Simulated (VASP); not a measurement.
# BN (P4_2/mnm) in VASP: further runs, part 2 of 2

VASP 6.6.1.

## (3) Single point, PBE

This run uses another cell than the first one, of 5.67 Å³/atom, 1.004 times its volume.

INCAR

```
PREC = Accurate
ENCUT = 520
EDIFF = 1E-6
ISMEAR = 0
SIGMA = 0.05
LREAL = F
LASPH = T
NELM = 80
ALGO = Normal
ISIF = 2
LWAVE = F
LCHARG = F
GGA = PE
NBANDS = 26
```

KPOINTS

```
Automatic mesh
0
Gamma
  6 6 10
```

POSCAR

```
BN
1.0
    4.4226829661      0.0000000000      0.0000000000
    0.0000000000      4.4226829661      0.0000000000
    0.0000000000      0.0000000000      2.3198000000
B N
4 4
Direct
    0.1742811368      0.8257188632      0.5000000000
    0.3257188632      0.3257188632      0.0000000000
    0.6742811368      0.6742811368      0.0000000000
    0.8257188632      0.1742811368      0.5000000000
    0.8126115048      0.8126115048      0.5000000000
    0.3126115048      0.6873884952      0.0000000000
    0.6873884952      0.3126115048      0.0000000000
    0.1873884952      0.1873884952      0.5000000000
```

Potentials or basis: VASP PAW PBE potentials, release 64 (B, N).

The run is started by

```
> cat potpaw_PBE.64/B/POTCAR potpaw_PBE.64/N/POTCAR > POTCAR
> mpirun -np 1 vasp_std > vasp.out
```

OUTCAR:

```text
PREC = Accurate
   ENCUT = 520
   EDIFF = 1E-6
   ISMEAR = 0
   LREAL = F
   LASPH = T
   NELM = 80
   ISIF = 2
   GGA = PE

 ion  position               nearest neighbor table
   1  0.174  0.826  0.500-   6 1.45   6 1.45   8 1.60   5 1.60
   2  0.326  0.326  0.000-   8 1.45   8 1.45   6 1.60   7 1.60
   3  0.674  0.674  0.000-   5 1.45   5 1.45   7 1.60   6 1.60
   4  0.826  0.174  0.500-   7 1.45   7 1.45   8 1.60   5 1.60
   5  0.813  0.813  0.500-   3 1.45   3 1.45   4 1.60   1 1.60
   6  0.313  0.687  0.000-   1 1.45   1 1.45   3 1.60   2 1.60
   7  0.687  0.313  0.000-   4 1.45   4 1.45   2 1.60   3 1.60
   8  0.187  0.187  0.500-   2 1.45   2 1.45   4 1.60   1 1.60

  LATTYP: Found a simple tetragonal cell.
 ALAT       =     4.4226829661
 C/A-ratio  =     0.5245232403

  Lattice vectors:

 A1 = (   4.4226829661,   0.0000000000,   0.0000000000)
 A2 = (   0.0000000000,   4.4226829661,   0.0000000000)
 A3 = (   0.0000000000,   0.0000000000,   2.3198000000)

Analysis of symmetry for initial positions (statically):
=====================================================================
[... 195 lines left out ...]
  band No.  band energies     occupation
      1     -13.1313      2.00000
      2      -9.2477      2.00000
      3      -9.2477      2.00000
      4      -8.6257      2.00000
      5      -3.2060      2.00000
      6      -2.1527      2.00000
[... 685 lines left out ...]
     25      22.0841      0.00000
     26      22.0841      0.00000

 [... further k-points ...]

------------------------ aborting loop because EDIFF is reached ----------------------------------------

  FORCE on cell =-STRESS in cart. coord.  units (eV):
  Direction    XX          YY          ZZ          XY          YZ          ZX
  --------------------------------------------------------------------------------------
  -------------------------------------------------------------------------------------
  Total        3.1624486      3.1624486     33.9154121      0.0000000      0.0000000      0.0000000
  in kB      111.6636708    111.6636708   1197.5275659      0.0000000      0.0000000      0.0000000
  external PRESSURE =     473.6183025 kB  Pullay stress =       0.0000000 kB

 VOLUME and BASIS-vectors are now :
 -----------------------------------------------------------------------------
  energy-cutoff  :      520.00
  volume of cell :       45.38
      direct lattice vectors                 reciprocal lattice vectors
     4.422682966  0.000000000  0.000000000     0.226107096  0.000000000  0.000000000
     0.000000000  4.422682966  0.000000000     0.000000000  0.226107096  0.000000000
     0.000000000  0.000000000  2.319800000     0.000000000  0.000000000  0.431071644

 POSITION                                       TOTAL-FORCE (eV/Angst)
 -----------------------------------------------------------------------------------
      0.77079      3.65189      1.15990        -0.542979      0.542979      0.000000
      1.44055      1.44055      0.00000         0.542979      0.542979      0.000000
      2.98213      2.98213      0.00000        -0.542979     -0.542979     -0.000000
      3.65189      0.77079      1.15990         0.542979     -0.542979     -0.000000
      3.59392      3.59392      1.15990         0.775573      0.775573      0.000000
      1.38258      3.04010      0.00000         0.775573     -0.775573      0.000000
      3.04010      1.38258      0.00000        -0.775573      0.775573      0.000000
      0.82876      0.82876      1.15990        -0.775573     -0.775573      0.000000
 -----------------------------------------------------------------------------------
    total drift:                               -0.000000     -0.000000      0.000000

  FREE ENERGIE OF THE ION-ELECTRON SYSTEM (eV)
  ---------------------------------------------------
  free  energy   TOTEN  =       -67.4592549426 eV

  energy  without entropy=      -67.4592549426  energy(sigma->0) =      -67.45925494
```

OSZICAR:

```text
N       E                     dE             d eps       ncg     rms          rms(c)
DAV:   1     0.117875337070E+03    0.11788E+03   -0.17123E+04  3120   0.121E+03
DAV:   2    -0.657326863508E+02   -0.18361E+03   -0.17297E+03  4068   0.293E+02
DAV:   3    -0.726408296817E+02   -0.69081E+01   -0.68678E+01  4254   0.527E+01
DAV:   4    -0.726845094010E+02   -0.43680E-01   -0.43643E-01  3720   0.450E+00
DAV:   5    -0.726849232002E+02   -0.41380E-03   -0.41367E-03  4182   0.412E-01    0.151E+01
DAV:   6    -0.680023082456E+02    0.46826E+01   -0.93346E+00  3822   0.185E+01    0.717E+00
DAV:   7    -0.675396160880E+02    0.46269E+00   -0.93584E-01  3864   0.609E+00    0.425E+00
DAV:   8    -0.674615120513E+02    0.78104E-01   -0.19450E-01  3640   0.286E+00    0.421E-01
DAV:   9    -0.674585525172E+02    0.29595E-02   -0.11529E-02  3888   0.789E-01    0.238E-01
DAV:  10    -0.674592156784E+02   -0.66316E-03   -0.11494E-03  3762   0.221E-01    0.515E-02
DAV:  11    -0.674592446459E+02   -0.28967E-04   -0.16136E-04  3922   0.822E-02    0.219E-02
DAV:  12    -0.674592545978E+02   -0.99519E-05   -0.17997E-05  3846   0.311E-02    0.443E-03
DAV:  13    -0.674592549426E+02   -0.34486E-06   -0.83248E-07  2516   0.710E-03
   1 F= -.67459255E+02 E0= -.67459255E+02  d E =-.867765E-16
```

stdout:

```text
POSCAR found type information on POSCAR B N
 POSCAR found :  2 types and       8 ions
 scaLAPACK will be used
 LDA part: xc-table for (Slater+PW92), standard interpolation
 POSCAR, INCAR and KPOINTS ok, starting setup
 FFT: planning ... GRIDC
 FFT: planning ... GRID_SOFT
 FFT: planning ... GRID
 WAVECAR not read
 entering main loop
```

Wall time 79 s (1 thread of Intel Xeon 8259CL, shared host); peak memory 0.19 GiB.

Results:

```yaml
Free_energy: -67.4593 eV
Pressure: 47.4 GPa
Largest_force: 1.097 eV/Å
Band_gap_on_the_k_mesh: 4.47 eV, indirect (least direct gap 5.97 eV)
```

Forces on the atoms (eV/Å):
```
B   -0.543  0.543  0.000
B    0.543  0.543  0.000
B   -0.543 -0.543  0.000
B    0.543 -0.543  0.000
N    0.776  0.776  0.000
N    0.776 -0.776  0.000
N   -0.776  0.776  0.000
N   -0.776 -0.776  0.000
```

Caveat: forces of over 1 eV/Å act on the atoms, so gaps and moduli don't describe the material at rest. A k mesh can miss the band edges.
